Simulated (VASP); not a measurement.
# Ca (Fm-3m) in VASP: a series of runs

The runs below take Ca through single point, relaxation of cell and atoms, with r2SCAN.

Everything below comes from runs of VASP 6.6.1. Logs are shortened: lines on timing, memory, paths and dates and some standing lists are left out, and cuts for length are marked.

### 1 The cell of the first run

The structure is cubic, space group Fm-3m (No. 225). Conventional cell: a = 5.569 Å, b = 5.569 Å, c = 5.569 Å, α = 90.00°, β = 90.00°, γ = 90.00°. Ca (site symmetry m-3m) has 12 Ca at 3.94 Å within 5.2 Å.

### 2 Single point, r2SCAN

Contents of POSCAR:

```
Ca
1.0
    3.9377489990      0.0000000000      0.0000000000
    0.0000000000      5.5688180396      0.0000000000
    1.9688744995      2.7844090198      1.9688744995
Ca
1
Direct
    0.0000000000      0.0000000000      0.0000000000
```

Contents of INCAR.step1:

```
PREC = Accurate
ENCUT = 520
ISMEAR = 0
SIGMA = 0.1
LREAL = F
LASPH = T
NELM = 60
NBANDS = 11
ISYM = 0
GGA = PE
ALGO = Normal
EDIFF = 1E-4
LWAVE = T
LCHARG = F
```

Contents of INCAR.step2:

```
PREC = Accurate
ENCUT = 520
EDIFF = 1E-6
ISMEAR = 0
SIGMA = 0.1
LREAL = F
LASPH = T
NELM = 60
ALGO = Normal
ISIF = 2
LWAVE = F
LCHARG = F
METAGGA = R2SCAN
LMIXTAU = T
NBANDS = 11
ISYM = 0
ISTART = 1
```

Contents of KPOINTS:

```
Automatic mesh
0
Gamma
  9 6 17
```

Potentials or basis: VASP PAW PBE potentials, release 64 (Ca_sv).

Run with:

```sh
$ cat potpaw_PBE.64/Ca_sv/POTCAR > POTCAR
$ cp INCAR.step1 INCAR
$ mpirun -np 1 vasp_std > vasp.out
$ cp INCAR.step2 INCAR
$ mpirun -np 1 vasp_std > vasp.out
```

OUTCAR:

```text
PREC = Accurate
   ENCUT = 520
   EDIFF = 1E-6
   ISMEAR = 0
   LREAL = F
   LASPH = T
   NELM = 60
   ISIF = 2
   METAGGA = R2SCAN
   ISYM = 0
   ISTART = 1

 ion  position               nearest neighbor table
   1  0.000  0.000  0.000-

IMPORTANT INFORMATION: All symmetrisations will be switched off!
NOSYMM: (Re-)initialisation of all symmetry stuff for point group C_1.

----------------------------------------------------------------------------------------

                                     Primitive cell

  volume of cell :      43.1747

  direct lattice vectors                    reciprocal lattice vectors
     3.937748999  0.000000000  0.000000000     0.253952195  0.000000000 -0.253952195
     0.000000000  5.568818040  0.000000000     0.000000000  0.179571319 -0.253952195
     1.968874500  2.784409020  1.968874500     0.000000000  0.000000000  0.507904389

  length of vectors
     3.937748999  5.568818040  3.937748999     0.359142638  0.311026648  0.507904389

  position of ions in fractional coordinates (direct lattice)
     0.000000000  0.000000000  0.000000000

  ion indices of the primitive-cell ions
   primitive index   ion index
                 1           1

----------------------------------------------------------------------------------------

 KPOINTS: Automatic mesh

Automatic generation of k-mesh.
 Grid dimensions read from file:
 generate k-points for:    9    6   17

 Generating k-lattice:

  Cartesian coordinates                     Fractional coordinates (reciprocal lattice)
     0.028216911  0.000000000 -0.028216911     0.111111111  0.000000000  0.000000000
     0.000000000  0.029928553 -0.042325366     0.000000000  0.166666667 -0.000000000
     0.000000000  0.000000000  0.029876729     0.000000000  0.000000000  0.058823529

  Length of vectors
     0.039904738  0.051837775  0.029876729

  Shift w.r.t. Gamma in fractional coordinates (k-lattice)
     0.000000000  0.000000000  0.000000000

 -----------------------------------------------------------------------------
|                                                                             |
|           W    W    AA    RRRRR   N    N  II  N    N   GGGG   !!!           |
|           W    W   A  A   R    R  NN   N  II  NN   N  G    G  !!!           |
|           W    W  A    A  R    R  N N  N  II  N N  N  G       !!!           |
|           W WW W  AAAAAA  RRRRR   N  N N  II  N  N N  G  GGG   !            |
|           WW  WW  A    A  R   R   N   NN  II  N   NN  G    G                |
|           W    W  A    A  R    R  N    N  II  N    N   GGGG   !!!           |
|                                                                             |
|     Your reciprocal lattice and k-lattice belong to different lattice       |
|     classes:                                                                |
|                                                                             |
|        The reciprocal lattice is body-centered cubic,                       |
|        whereas your k-lattice is triclinic.                                 |
|                                                                             |
|     Results are often still useful ...                                      |
|                                                                             |
 -----------------------------------------------------------------------------

 WARNING: IBZKPT: internal override: KBLOWUP is changed to .FALSE.
      ... skipping the blow-up phase ...

 Subroutine IBZKPT returns following result:
 ===========================================

 Found    460 irreducible k-points:

 Following reciprocal coordinates:
            Coordinates               Weight
  0.000000  0.000000  0.000000      1.000000
  0.111111  0.000000  0.000000      2.000000
  0.222222  0.000000  0.000000      2.000000
  0.333333  0.000000  0.000000      2.000000
  0.444444  0.000000  0.000000      2.000000
  0.000000  0.166667 -0.000000      2.000000
[... 16 lines left out ...]
 -0.111111  0.333333  0.000000      2.000000
  0.000000  0.500000  0.000000      1.000000
 [... further k-points ...]
   k-points           NKPTS =    460   k-points in BZ     NKDIM =    460   number of bands    NBANDS=     11
   number of dos      NEDOS =    301   number of ions     NIONS =      1
   total plane-waves  NPLWV =  37800
   dimension x,y,z NGX =    30 NGY =   42 NGZ =   30
   dimension x,y,z NGXF=    60 NGYF=   84 NGZF=   60
   ions per type =               1
   NGX,Y,Z   is equivalent  to a cutoff of  12.67, 12.54, 12.67 a.u.
   NGXF,Y,Z  is equivalent  to a cutoff of  25.33, 25.08, 25.33 a.u.
 SYSTEM =  unknown system
   PREC   = accura    normal or accurate (medium, high low for compatibility)
   ISTART =      1    job   : 0-new  1-cont  2-samecut
   ICHARG =      0    charge: 1-file 2-atom 10-const
   ISPIN  =      1    spin polarized calculation?
   LNONCOLLINEAR =      F non collinear calculations
   LSORBIT =      F    spin-orbit coupling
   LASPH  =      T    aspherical Exc in radial PAW
   ENCUT  =  520.0 eV  38.22 Ry    6.18 a.u.   7.32 10.35  7.32*2*pi/ulx,y,z
   NELM   =     60;   NELMIN=  2; NELMDL=  0     # of ELM steps
   EDIFF  = 0.1E-05   stopping-criterion for ELM
   LREAL  =      F    real-space projection
   EDIFFG = 0.1E-04   stopping-criterion for IOM
   NSW    =      0    number of steps for IOM
   IBRION =     -1    ionic relax: 0-MD 1-quasi-New 2-CG
   NFREE  =      0    steps in history (QN), initial steepest desc. (CG)
   ISIF   =      2    stress and relaxation
   ISYM   =      0    0-nonsym 1-usesym 2-fastsym
   POTIM  = 0.5000    time-step for ionic-motion
   TEBEG  =    0.0;   TEEND  =   0.0 temperature during run
   PSTRESS=    0.0 pullay stress
   NELECT =      10.0000    total number of electrons
   NUPDOWN=      -1.0000    fix difference up-down
   EMIN   =  10.00;   EMAX   =-10.00  energy-range for DOS
   EFERMI =   0.00;   METHOD = LEGACY
   ISMEAR =     0;   SIGMA  =   0.10  broadening in eV -4-tet -1-fermi 0-gaus
   EFERMI_NEDOS =   21; number of points for ismear=-14 and -15
   IALGO  =     38    algorithm
   IMIX   =      4    mixing-type and parameters
     AMIX     =   0.40;   BMIX     =  1.00
     AMIX_MAG =   1.60;   BMIX_MAG =  1.00
  volume/ion in A,a.u.               =      43.17       291.36
  Fermi-wavevector in a.u.,A,eV,Ry     =   1.005384  1.899900 13.752717  1.010796
  Thomas-Fermi vector in A             =   2.138060
   LORBIT       =      0    0 simple, 1 ext, 2 COOP (PROOUT), +10 PAW based schemes
   METAGGA = R2SCAN    functional components
   LHFCALC =     F    Hartree Fock is set to
   AEXX    =    0.0000 exact exchange contribution
   IVDW    =     0    specifies the selected vdW correction
   LEPSILON=     F    determine dielectric tensor
   LRPA    =     F    only Hartree local field effects (RPA)
 non-spin polarized calculation
 Gauss-broadening in eV      SIGMA  =   0.10
  energy-cutoff  :      520.00
  volume of cell :       43.17
 maximum number of plane-waves:      1211
 NGX is ok and might be reduce to    30
   NGX = 15   NGY = 21   NGZ = 15

 number of electron       9.9999999 magnetization

 Free energy of the ion-electron system (eV)
  ---------------------------------------------------
  ext. energy  EPLUGINS =         0.00000000
  ---------------------------------------------------
  free energy    TOTEN  =        -7.03347479 eV

  energy without entropy =       -7.02668765  energy(sigma->0) =       -7.03008122

 E-fermi :   1.9031     XC(G=0):  -8.1454

 val. band max:        1.9029611917   @ k =  -0.3333  -0.1667   0.0588
 cond. band min:       1.9050409674   @ k =  -0.1111   0.0000   0.3529
 fundamental gap:      0.0020797757
 Fermi energy:         1.9030930387

 k-point     1 :       0.0000    0.0000    0.0000
  band No.  band energies     occupation
      1     -41.9280      2.00000
      2     -21.9590      2.00000
      3     -21.9583      2.00000
      4     -21.9581      2.00000
      5      -2.3399      2.00000
      6       4.5802      0.00000
      7       4.5806      0.00000
      8       4.5814      0.00000
      9       5.6827      0.00000
     10       5.6837      0.00000
     11      11.4134      0.00000

 k-point     2 :       0.1111    0.0000    0.0000
  band No.  band energies     occupation
      1     -41.9259      2.00000
      2     -21.9738      2.00000
      3     -21.9645      2.00000
      4     -21.9640      2.00000
      5      -2.0491      2.00000
      6       4.2772      0.00000
      7       4.6906      0.00000
      8       4.6914      0.00000
      9       5.3906      0.00000
     10       5.7572      0.00000
     11      11.7546      0.00000

 k-point     3 :       0.2222    0.0000    0.0000
  band No.  band energies     occupation
      1     -41.9208      2.00000
      2     -22.0124      2.00000
      3     -21.9791      2.00000
      4     -21.9785      2.00000
      5      -1.2183      2.00000
      6       3.6369      0.00000
      7       4.6315      0.00000
      8       5.0368      0.00000
      9       5.0375      0.00000
     10       5.9518      0.00000
     11      11.5181      0.00000

 k-point     4 :       0.3333    0.0000    0.0000
  band No.  band energies     occupation
      1     -41.9150      2.00000
      2     -22.0548      2.00000
      3     -21.9956      2.00000
      4     -21.9950      2.00000
      5       0.0086      2.00000
      6       3.0492      0.00000
      7       3.7409      0.00000
      8       5.6376      0.00000
      9       5.6383      0.00000
     10       6.1864      0.00000
     11       9.8619      0.00000
[... 239 lines left out ...]
 k-point    22 :      -0.2222    0.3333   -0.0000
  band No.  band energies     occupation
      1     -41.9201      2.00000
      2     -22.0316      2.00000
      3     -21.9806      2.00000
      4     -21.9672      2.00000
      5      -1.0222      2.00000
      6       3.4495      0.00000
      7       4.4645      0.00000
      8       4.8698      0.00000
      9       5.3833      0.00000
     10       6.0370      0.00000
     11       9.6438      0.00000

 k-point    23 :      -0.1111    0.3333    0.0000
  band No.  band energies     occupation
      1     -41.9201      2.00000
      2     -22.0315      2.00000
      3     -21.9807      2.00000
      4     -21.9672      2.00000
      5      -1.0222      2.00000
      6       3.4498      0.00000
      7       4.4643      0.00000
      8       4.8701      0.00000
      9       5.3830      0.00000
     10       6.0369      0.00000
     11       9.6439      0.00000

 k-point    24 :       0.0000    0.5000    0.0000
  band No.  band energies     occupation
      1     -41.9149      2.00000
      2     -22.0931      2.00000
      3     -21.9774      2.00000
      4     -21.9765      2.00000
      5       0.9682      2.00000
      6       1.6080      1.99997
      7       4.4420      0.00000
      8       4.4422      0.00000
      9       6.3839      0.00000
     10       6.3849      0.00000
     11       7.5602      0.00000

 [... further k-points ...]

------------------------ aborting loop because EDIFF is reached ----------------------------------------

  FORCE on cell =-STRESS in cart. coord.  units (eV):
  Direction    XX          YY          ZZ          XY          YZ          ZX
  --------------------------------------------------------------------------------------
  -------------------------------------------------------------------------------------
  Total        0.0201102      0.0102817      0.0239377      0.0002735     -0.0081772      0.0009102
  in kB        0.7462734      0.3815470      0.8883092      0.0101480     -0.3034499      0.0337770
  external PRESSURE =       0.6720432 kB  Pullay stress =       0.0000000 kB

 VOLUME and BASIS-vectors are now :
 -----------------------------------------------------------------------------
  energy-cutoff  :      520.00
  volume of cell :       43.17
      direct lattice vectors                 reciprocal lattice vectors
     3.937748999  0.000000000  0.000000000     0.253952195  0.000000000 -0.253952195
     0.000000000  5.568818040  0.000000000     0.000000000  0.179571319 -0.253952195
     1.968874500  2.784409020  1.968874500     0.000000000  0.000000000  0.507904389

 POSITION                                       TOTAL-FORCE (eV/Angst)
 -----------------------------------------------------------------------------------
      0.00000      0.00000      0.00000        -0.000000      0.000000      0.000000
 -----------------------------------------------------------------------------------
    total drift:                               -0.000000      0.000000      0.000000

  FREE ENERGIE OF THE ION-ELECTRON SYSTEM (eV)
  ---------------------------------------------------
  free  energy   TOTEN  =        -7.0334747943 eV

  energy  without entropy=       -7.0266876509  energy(sigma->0) =       -7.03008122
```

It took 22 min on 1 thread of Intel Xeon Platinum 8124M at 3.00GHz (Skylake/Cascade Lake), shared host; peak memory 0.36 GiB.

Results:

* Free energy: -7.0335 eV
* Pressure: 0.1 GPa
* Band gap on the k mesh: zero (bands 5 and 6 overlap by 0.52 eV)

Levels at points of the mesh, in eV from the Fermi level:
| k point | band 1 | band 2 | band 3 | band 4 | band 5 | band 6 | band 7 | band 8 | band 9 | band 10 |
| --- | --- | --- | --- | --- | --- | --- | --- | --- | --- | --- |
| (0.00, 0.00, 0.00) | -43.83 | -23.86 | -23.86 | -23.86 | -4.24 | 2.68 | 2.68 | 2.68 | 3.78 | 3.78 |
| (0.00, 0.50, 0.00) | -43.82 | -24.00 | -23.88 | -23.88 | -0.93 | -0.30 | 2.54 | 2.54 | 4.48 | 4.48 |

Caveat: the PAW data sets were made with another functional, which shifts forces and pressure a little.

### 3 Relaxation of cell and atoms, r2SCAN

This run uses another cell than the first one, of 43.63 Å³/atom.

Contents of POSCAR:

```
Ca
1.0
    0.0000000000      2.7942000000      2.7942000000
    2.7942000000      0.0000000000      2.7942000000
    2.7942000000      2.7942000000      0.0000000000
Ca
1
Direct
    0.0000000000      0.0000000000      0.0000000000
```

Contents of INCAR.step1:

```
SYSTEM = Ca
  ALGO = Normal
  EDIFF = 1E-4
  ENCUT = 600
  GGA = PE
  ISMEAR = 0
  LASPH = .TRUE.
  LCHARG = .FALSE.
  LREAL = .FALSE.
  LWAVE = .TRUE.
  NELM = 100
  PREC = Accurate
  SIGMA = 0.1
```

Contents of INCAR.step2:

```
SYSTEM = Ca
  ALGO = Normal
  EDIFF = 1E-6
  EDIFFG = -0.005
  ENCUT = 600
  IBRION = 2
  ISIF = 3
  ISMEAR = 0
  ISTART = 1
  LASPH = .TRUE.
  LCHARG = .FALSE.
  LMIXTAU = .TRUE.
  LREAL = .FALSE.
  LWAVE = .FALSE.
  METAGGA = R2SCAN
  NELM = 100
  NSW = 100
  PREC = Accurate
  SIGMA = 0.1
```

Contents of KPOINTS:

```
k-points
0
G
  14 14 14
  0 0 0
```

Potentials or basis: VASP PAW PBE potentials, release 64 (Ca_sv).

Run with:

```sh
$ cat potpaw_PBE.64/Ca_sv/POTCAR > POTCAR
$ cp INCAR.step1 INCAR
$ mpirun -np 1 vasp_std > vasp.out
$ cp INCAR.step2 INCAR
$ mpirun -np 1 vasp_std > vasp.out
```

Wall time 4.4 min (1 thread of Intel Xeon Platinum 8124M at 3.00GHz (Skylake/Cascade Lake), shared host); peak memory 0.23 GiB.

Results (log left out):

| Quantity | Value |
| --- | --- |
| Free energy | -7.0368 eV |
| Relaxed volume | 43.39 Å³/atom |
| Relaxed cell | a = 3.944 Å, b = 3.944 Å, c = 3.944 Å, α = 60.00°, β = 60.00°, γ = 60.00° |
| Space group after relaxing (to 0.1 Å) | Fm-3m (No. 225) |
| Energy gained by relaxing | 0.1 meV/atom |
| Ionic steps | 2 |
| Pressure after relaxing | 0.0 GPa |
| Band gap on the k mesh | zero (bands 5 and 6 overlap by 0.53 eV) |

Final structure:
```cif
data_structure
_symmetry_space_group_name_H-M 'P 1'
_symmetry_Int_Tables_number 1
_cell_length_a 3.9443
_cell_length_b 3.9443
_cell_length_c 3.9443
_cell_angle_alpha 60.000
_cell_angle_beta 60.000
_cell_angle_gamma 60.000
_cell_volume 43.39
loop_
_atom_site_label
_atom_site_type_symbol
_atom_site_fract_x
_atom_site_fract_y
_atom_site_fract_z
_atom_site_occupancy
Ca1 Ca 0.00000 0.00000 0.00000 1
```

Levels at points of the mesh, in eV from the Fermi level:
| k point | band 1 | band 2 | band 3 | band 4 | band 5 | band 6 | band 7 | band 8 | band 9 |
| --- | --- | --- | --- | --- | --- | --- | --- | --- | --- |
| (0.00, 0.00, 0.00) | -43.84 | -23.87 | -23.87 | -23.87 | -4.23 | 2.67 | 2.67 | 2.67 | 3.77 |
| (0.50, 0.00, 0.00) | -43.83 | -24.00 | -23.89 | -23.89 | -0.93 | -0.30 | 2.54 | 2.54 | 4.47 |
| (0.50, 0.50, 0.00) | -43.82 | -23.99 | -23.92 | -23.92 | -0.37 | 0.78 | 0.90 | 4.45 | 4.65 |

Caveat: the PAW data sets were made with another functional, which shifts forces and pressure a little.

The gap in the log of VASP goes by the Fermi energy; the results here count the filled bands.